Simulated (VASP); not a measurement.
# PbF2 (Fm-3m) in VASP: G0W0 quasiparticle levels with PBE

Aim: the G0W0 quasiparticle levels of PbF2 with PBE.

All numbers are computed with VASP 6.6.1; they aren't measurements. Logs are shortened: lines on timing, memory, paths and dates and some standing lists are left out, and cuts for length are marked.

## Step 1: The cell of the first run

The structure is cubic, space group Fm-3m (No. 225). The conventional cell has a = 5.892 Å, b = 5.892 Å, c = 5.892 Å, α = 90.00°, β = 90.00°, γ = 90.00°. Within 3.4 Å of Pb (site symmetry m-3m) lie 8 F at 2.55 Å. Within 3.4 Å of F (site symmetry -43m) lie 4 Pb at 2.55 Å and 6 F at 2.95 Å.

## Step 2: G0W0 quasiparticle levels, PBE

POSCAR

```
PbF2
1.0
    0.0000000000      2.9458082858      2.9458082858
    2.9458082858      0.0000000000      2.9458082858
    2.9458082858      2.9458082858      0.0000000000
Pb F
1 2
Direct
    0.0000000000      0.0000000000      0.0000000000
    0.2500000000      0.2500000000      0.2500000000
    0.7500000000      0.7500000000      0.7500000000
```

INCAR.step1

```
  PREC = Accurate
  ENCUT = 500
  EDIFF = 1E-8
  ISMEAR = 0
  SIGMA = 0.01
  LREAL = F
  LASPH = T
  NELM = 80
  ALGO = Normal
  LWAVE = T
  LCHARG = F
  GGA = PE
```

INCAR.step2

```
  PREC = Accurate
  ENCUT = 500
  EDIFF = 1E-8
  ISMEAR = 0
  SIGMA = 0.01
  LREAL = F
  LASPH = T
  NELM = 1
  ALGO = Exact
  LWAVE = T
  LCHARG = F
  GGA = PE
  NBANDS = 207
  LOPTICS = T
  ISTART = 1
```

INCAR.step3

```
  PREC = Accurate
  ENCUT = 500
  EDIFF = 1E-8
  ISMEAR = 0
  SIGMA = 0.01
  LREAL = F
  LASPH = T
  ALGO = EVGW0
  LWAVE = F
  LCHARG = F
  GGA = PE
  NELMGW = 1
  NBANDS = 207
  ENCUTGW = 140.0
  NOMEGA = 96
  PRECFOCK = Fast
  ISTART = 1
  NBANDSGW = 23
  OMEGAMAX = 20
```

KPOINTS

```
Automatic mesh
0
Gamma
  4 4 4
```

Potentials or basis: VASP PAW PBE potentials, release 64 (Pb_d_GW, F_GW).

Command:

```bash
$ cat potpaw_PBE.64/Pb_d_GW/POTCAR potpaw_PBE.64/F_GW/POTCAR > POTCAR
$ cp INCAR.step1 INCAR
$ mpirun -np 1 vasp_std > vasp.out
$ cp INCAR.step2 INCAR
$ mpirun -np 1 vasp_std > vasp.out
$ cp INCAR.step3 INCAR
$ mpirun -np 1 vasp_std > vasp.out
```

OUTCAR:

```text
PREC = Accurate
   ENCUT = 500
   EDIFF = 1E-8
   ISMEAR = 0
   LREAL = F
   LASPH = T
   GGA = PE
   NELMGW = 1
   ENCUTGW = 140.0
   PRECFOCK = Fast
   ISTART = 1

 ion  position               nearest neighbor table
   1  0.000  0.000  0.000-
   2  0.250  0.250  0.250-
   3  0.750  0.750  0.750-

  LATTYP: Found a face centered cubic cell.
 ALAT       =     5.8916165716

  Lattice vectors:

 A1 = (   0.0000000000,   2.9458082858,   2.9458082858)
 A2 = (   2.9458082858,   0.0000000000,   2.9458082858)
 A3 = (   2.9458082858,   2.9458082858,   0.0000000000)

Analysis of symmetry for initial positions (statically):
=====================================================================
 Subroutine PRICEL returns:
 Original cell was already a primitive cell.

 Routine SETGRP: Setting up the symmetry group for a
 face centered cubic supercell.

 Subroutine GETGRP returns: Found 48 space group operations
 (whereof 48 operations were pure point group operations)
 out of a pool of 48 trial point group operations.

The static configuration has the point symmetry O_h .

Analysis of symmetry for dynamics (positions and initial velocities):
=====================================================================
 Subroutine PRICEL returns:
 Original cell was already a primitive cell.

 Routine SETGRP: Setting up the symmetry group for a
 face centered cubic supercell.

 Subroutine GETGRP returns: Found 48 space group operations
 (whereof 48 operations were pure point group operations)
 out of a pool of 48 trial point group operations.

The dynamic configuration has the point symmetry O_h .

 Subroutine INISYM returns: Found 48 space group operations
 (whereof 48 operations are pure point group operations),
 and found     1 'primitive' translations

----------------------------------------------------------------------------------------

                                     Primitive cell

  volume of cell :      51.1262

  direct lattice vectors                    reciprocal lattice vectors
     0.000000000  2.945808286  2.945808286    -0.169732702  0.169732702  0.169732702
     2.945808286  0.000000000  2.945808286     0.169732702 -0.169732702  0.169732702
     2.945808286  2.945808286  0.000000000     0.169732702  0.169732702 -0.169732702

  length of vectors
     4.166002030  4.166002030  4.166002030     0.293985664  0.293985664  0.293985664

  position of ions in fractional coordinates (direct lattice)
     0.000000000  0.000000000  0.000000000
     0.250000000  0.250000000  0.250000000
     0.750000000  0.750000000  0.750000000

  ion indices of the primitive-cell ions
   primitive index   ion index
                 1           1
                 2           2
                 3           3

----------------------------------------------------------------------------------------

 KPOINTS: Automatic mesh

Automatic generation of k-mesh.
 Grid dimensions read from file:
 generate k-points for:    4    4    4

 Generating k-lattice:

  Cartesian coordinates                     Fractional coordinates (reciprocal lattice)
    -0.042433176  0.042433176  0.042433176     0.250000000  0.000000000  0.000000000
     0.042433176 -0.042433176  0.042433176     0.000000000  0.250000000  0.000000000
     0.042433176  0.042433176 -0.042433176     0.000000000  0.000000000  0.250000000

  Length of vectors
     0.073496416  0.073496416  0.073496416

  Shift w.r.t. Gamma in fractional coordinates (k-lattice)
     0.000000000  0.000000000  0.000000000

 Subroutine IBZKPT returns following result:
 ===========================================

 Found      8 irreducible k-points:

 Following reciprocal coordinates:
            Coordinates               Weight
  0.000000  0.000000  0.000000      1.000000
  0.250000  0.000000  0.000000      8.000000
  0.500000  0.000000  0.000000      4.000000
  0.250000  0.250000  0.000000      6.000000
  0.500000  0.250000  0.000000     24.000000
 -0.250000  0.250000  0.000000     12.000000
  0.500000  0.500000  0.000000      3.000000
 -0.250000  0.500000  0.250000      6.000000
   k-points           NKPTS =      8   k-points in BZ     NKDIM =     64   number of bands    NBANDS=    207
   number of dos      NEDOS =    301   number of ions     NIONS =      3
   total plane-waves  NPLWV =  27000
   dimension x,y,z NGX =    30 NGY =   30 NGZ =   30
   dimension x,y,z NGXF=    60 NGYF=   60 NGZF=   60
   ions per type =               1   2
   NGX,Y,Z   is equivalent  to a cutoff of  11.97, 11.97, 11.97 a.u.
   NGXF,Y,Z  is equivalent  to a cutoff of  23.94, 23.94, 23.94 a.u.
 SYSTEM =  unknown system
   PREC   = accura    normal or accurate (medium, high low for compatibility)
   ISTART =      1    job   : 0-new  1-cont  2-samecut
   ICHARG =      0    charge: 1-file 2-atom 10-const
   ISPIN  =      1    spin polarized calculation?
   LNONCOLLINEAR =      F non collinear calculations
   LSORBIT =      F    spin-orbit coupling
   LASPH  =      T    aspherical Exc in radial PAW
   ENCUT  =  500.0 eV  36.75 Ry    6.06 a.u.   7.60  7.60  7.60*2*pi/ulx,y,z
   NELM   =     60;   NELMIN=  2; NELMDL=  0     # of ELM steps
   EDIFF  = 0.1E-07   stopping-criterion for ELM
   LREAL  =      F    real-space projection
   EDIFFG = 0.1E-06   stopping-criterion for IOM
   NSW    =      0    number of steps for IOM
   IBRION =     -1    ionic relax: 0-MD 1-quasi-New 2-CG
   NFREE  =      0    steps in history (QN), initial steepest desc. (CG)
   ISIF   =      0    stress and relaxation
   ISYM   =      3    0-nonsym 1-usesym 2-fastsym
   POTIM  = 0.5000    time-step for ionic-motion
   TEBEG  =    0.0;   TEEND  =   0.0 temperature during run
   PSTRESS=    0.0 pullay stress
   NELECT =      30.0000    total number of electrons
   NUPDOWN=      -1.0000    fix difference up-down
   EMIN   =  10.00;   EMAX   =-10.00  energy-range for DOS
   EFERMI =   0.00;   METHOD = LEGACY
   ISMEAR =     0;   SIGMA  =   0.01  broadening in eV -4-tet -1-fermi 0-gaus
   EFERMI_NEDOS =   21; number of points for ismear=-14 and -15
   IALGO  =     38    algorithm
   IMIX   =      4    mixing-type and parameters
     AMIX     =   0.40;   BMIX     =  1.00
     AMIX_MAG =   1.60;   BMIX_MAG =  1.00
  volume/ion in A,a.u.               =      17.04       115.01
  Fermi-wavevector in a.u.,A,eV,Ry     =   1.370569  2.589999 25.557976  1.878458
  Thomas-Fermi vector in A             =   2.496343
   LORBIT       =      0    0 simple, 1 ext, 2 COOP (PROOUT), +10 PAW based schemes
   GGA     = PE    functional components
   LHFCALC =     T    Hartree Fock is set to
   PRECFOCK=fast      Normal, Fast or Accurate (Low or Medium for compatibility)
   ENCUT4O =  -1.0   cutoff for four orbital integrals eV
   NKREDX  =     1    reduce k-point grid by
   NKREDY  =     1    reduce k-point grid by
   NKREDZ  =     1    reduce k-point grid by
   AEXX    =    1.0000 exact exchange contribution
   HFSCREEN=    0.0000 screening length (either q_TF or 0.3 A-1)
   HFSCREENC=   0.0000 screening length for correlation (either q_TF or 0.3 A-1)
   ENCUTFOCK=  -1.0 apply spherical cutoff to Coloumb kernel
   IVDW    =     0    specifies the selected vdW correction
   LEPSILON=     F    determine dielectric tensor
   LRPA    =     F    only Hartree local field effects (RPA)
   LRPAFORCE           =     F    calculate RPA forces
   ENCUTGW             = 140.0    cutoff for response function in eV
   ENCUTGWSOFT         = 112.0    soft cutoff for Coulomb kernel in GW response function in eV
   ENCUTLF             =  -1.0    cutoff for local field effects
   NELMGW              =     1    number of iterations in solving QP/BSE equation
   NELMHF              =     1    number of iterations in the inner HF iteration
   NKREDLFX            =     1    NKREDLFY  =   1   NKREDLFZ  =   1
 non-spin polarized calculation
 Gauss-broadening in eV      SIGMA  =   0.01
  energy-cutoff  :      500.00
  volume of cell :       51.13
 maximum number of plane-waves:      1316
  NGX = 18; NGY = 18; NGZ = 18
   NGX = 15   NGY = 15   NGZ = 15
 maximum number of plane-waves:       202
 NGX is ok and might be reduce to    18

 QP shifts <psi_nk| G(iteration)W_0 |psi_nk>: iteration 1
 for sc-GW calculations column KS-energies equals QP-energies in previous step
 and V_xc(KS)=  KS-energies - (<T + V_ion + V_H > + <T+V_H+V_ion>^1  + <V_x>^1)

 k-point   1 :       0.0000    0.0000    0.0000
  band No.  KS-energies  QP-energies   sigma(KS)   V_xc(KS)     V^pw_x(r,r')   Z            occupation Imag(sigma)

      1    -136.6626    -164.2488     -29.4852       5.4438     -36.1843       0.7898       2.0000       0.5770
      2     -20.8904     -23.5764     -26.1560     -22.2840     -36.3378       0.6937       2.0000       0.9694
      3     -20.2460     -22.7296     -27.1043     -23.3280     -37.3788       0.6577       2.0000       0.8459
      4     -14.0625     -23.4948     -21.4672      -9.9296     -25.3689       0.8175       2.0000       0.2359
      5     -14.0625     -23.4948     -21.4672      -9.9296     -25.3689       0.8175       2.0000       0.2359
      6     -14.0625     -23.4948     -21.4672      -9.9296     -25.3689       0.8175       2.0000       0.2359
[... 15 lines left out ...]
     22      17.9944      18.7356     -11.3191     -12.2225      -6.2538       0.8205       0.0000      -0.6997
     23      17.9944      18.7356     -11.3191     -12.2225      -6.2538       0.8205       0.0000      -0.6997

 k-point   2 :       0.2500    0.0000    0.0000
  band No.  KS-energies  QP-energies   sigma(KS)   V_xc(KS)     V^pw_x(r,r')   Z            occupation Imag(sigma)

      1    -136.6627    -164.0245     -29.4852       5.4426     -36.1844       0.7834       2.0000       0.5769
      2     -20.7814     -23.4480     -26.3154     -22.4708     -36.5324       0.6936       2.0000       0.9585
      3     -20.3460     -22.8667     -26.9261     -23.1151     -37.1836       0.6614       2.0000       0.8601
      4     -14.0447     -23.4639     -21.4827      -9.9135     -25.3566       0.8142       2.0000       0.2121
      5     -14.0447     -23.4639     -21.4827      -9.9135     -25.3566       0.8142       2.0000       0.2121
      6     -13.9912     -23.3286     -21.5264      -9.8500     -25.2858       0.7997       2.0000       0.1104
[... 15 lines left out ...]
     22      16.1121      16.5042      -8.4382      -8.9094      -3.8788       0.8323       0.0000      -0.3481
     23      18.1105      18.8687     -10.4310     -11.3616      -5.4841       0.8148       0.0000      -0.5477

 k-point   3 :       0.5000    0.0000    0.0000
  band No.  KS-energies  QP-energies   sigma(KS)   V_xc(KS)     V^pw_x(r,r')   Z            occupation Imag(sigma)

      1    -136.6627    -164.1311     -29.4853       5.4431     -36.1843       0.7864       2.0000       0.5768
      2     -20.5929     -23.2044     -26.5380     -22.6698     -36.7552       0.6751       2.0000       0.9038
      3     -20.5165     -23.0941     -26.6996     -22.9203     -36.9890       0.6820       2.0000       0.9165
      4     -14.0436     -23.4463     -21.4754      -9.8906     -25.3142       0.8116       2.0000       0.1859
      5     -14.0436     -23.4463     -21.4754      -9.8906     -25.3142       0.8116       2.0000       0.1859
      6     -13.9682     -23.3751     -21.5595      -9.8665     -25.3412       0.8045       2.0000       0.1266
[... 15 lines left out ...]
     22      14.7145      14.9616      -9.0724      -9.3655      -4.4863       0.8432       0.0000      -0.3605
     23      18.4296      19.3303      -8.4105      -9.5126      -3.7429       0.8173       0.0000      -0.2592
[... 85 lines left out ...]
      1    -136.6626    -164.1310     -29.4853       5.4434     -36.1843       0.7864       2.0000       0.5767
      2     -20.5997     -23.2424     -26.5932     -22.8058     -36.8814       0.6977       2.0000       0.9427
      3     -20.4883     -23.0718     -26.6787     -22.8065     -36.9063       0.6672       2.0000       0.8744
      4     -14.0373     -23.2927     -21.4465      -9.8370     -25.2128       0.7972       2.0000       0.1227
      5     -13.9709     -23.3084     -21.5492      -9.8460     -25.2948       0.7979       2.0000       0.0999
      6     -13.9661     -23.5139     -21.5764      -9.9048     -25.4201       0.8180       2.0000       0.1805
[... 15 lines left out ...]
     22      17.6882      18.2291      -7.5445      -8.1906      -3.0322       0.8371       0.0000      -0.2712
     23      17.6882      18.2291      -7.5445      -8.1906      -3.0322       0.8371       0.0000      -0.2712

 k-point   8 :      -0.2500    0.5000    0.2500
  band No.  KS-energies  QP-energies   sigma(KS)   V_xc(KS)     V^pw_x(r,r')   Z            occupation Imag(sigma)

      1    -136.6627    -164.0327     -29.4852       5.4427     -36.1844       0.7836       2.0000       0.5767
      2     -20.5451     -23.1488     -26.6336     -22.8075     -36.8947       0.6805       2.0000       0.9084
      3     -20.5451     -23.1488     -26.6336     -22.8075     -36.8947       0.6805       2.0000       0.9084
      4     -14.0202     -23.3121     -21.4749      -9.8387     -25.2345       0.7985       2.0000       0.1165
      5     -13.9868     -23.3152     -21.5258      -9.8444     -25.2765       0.7986       2.0000       0.1055
      6     -13.9661     -23.5259     -21.5769      -9.9048     -25.4202       0.8190       2.0000       0.1807
[... 15 lines left out ...]
     22      16.5858      17.1927      -8.9370      -9.6685      -4.2698       0.8296       0.0000      -0.3320
     23      18.8672      19.3263      -7.8840      -8.4231      -3.2292       0.8516       0.0000      -0.4422
```

It took 7.4 min on 1 thread of AMD EPYC 9R45 (Zen 5), shared host; peak memory 0.57 GiB.

What came out:

```
Quasiparticle gap                                   : 6.15 eV
Least direct quasiparticle gap                      : 6.48 eV
Band gap of the starting levels on the mesh         : 4.42 eV
Least direct gap of the starting levels on the mesh : 4.56 eV
```

Caveat: the k points lie up to 0.46 Å⁻¹ apart; bands, screening cutoff and mesh are small and nothing is extrapolated, so the quasiparticle values aren't converged; spin-orbit coupling is left out, which moves the levels of the heavy elements.
